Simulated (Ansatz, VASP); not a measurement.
**Two plane-wave programs on Ti**

The input INCAR:

```
  ALGO = Fast
  EDIFF = 1E-6
  ENCUT = 520
  GGA = PS
  ISIF = 2
  ISMEAR = 0
  LASPH = T
  LCHARG = T
  LELF = T
  LREAL = F
  LVHAR = T
  LWAVE = F
  NBANDS = 19
  NELM = 80
  PREC = Accurate
  SIGMA = 0.15
```

Contents of KPOINTS:

```
k-points
0
Gamma
  24 24 14
```

POSCAR

```
Ti
1.0
    2.7844177923      0.0000000000      0.0000000000
   -1.3922088961      2.4113765429      0.0000000000
    0.0000000000      0.0000000000      4.7746300647
Ti
2
Direct
    0.3333333333      0.6666666667      0.2500000000
    0.6666666667      0.3333333333      0.7500000000
```

Input for Ansatz:

```yaml
crystal:
  lattice:
    - [2.7844177923, 0.0, 0.0]
    - [-1.3922088961, 2.4113765429, 0.0]
    - [0.0, 0.0, 4.7746300647]
  atoms:
    - { symbol: Ti, position: [0.3333333333, 0.6666666667, 0.25] }
    - { symbol: Ti, position: [0.6666666667, 0.3333333333, 0.75] }
basis:
  ecutwfc: 420
kpoints:
  mp_grid: { grid: [24, 24, 14] }
hamiltonian:
  xc: pbesol
scf:
  occupations: { method: gaussian, width: 0.15 }
output:
  forces: true
  stress: true
  eigenvalues: true
```

Change from the starting cell: strain -0.040 along x and y, +0.040 along z, atoms carried along.

Alike in both runs: task single point; functional PBEsol; k mesh 24 × 24 × 14; occupations gaussian, width 0.15 eV; no spin polarisation.

|  | VASP | Ansatz |
| --- | --- | --- |
| version | VASP 6.6.1 | Ansatz 0.2.0 |
| potentials or method | VASP PAW PBE potentials, release 64 (Ti_sv), cutoff 520 eV | scalar-relativistic, plane waves, PAW |
| valence electrons in the cell | 24 | 24 |

Ansatz gave:

```
gap on the k mesh at the Fermi level (eV)                     : none
pressure (GPa)                                                : 5.3
traceless stress, the component that is largest in VASP (GPa) : -5.87
```

Question: Which values does VASP return?

Answer: gap on the k mesh at the Fermi level (eV): none; pressure (GPa): 4.9; traceless stress, the component that is largest in VASP (GPa): -5.83.

VASP's potentials were made for PBE, not for PBEsol. A gap of «none» marks a metal or a gap that the smearing closes. With one functional, cell and mesh, what is left measures potentials, basis and numerics.
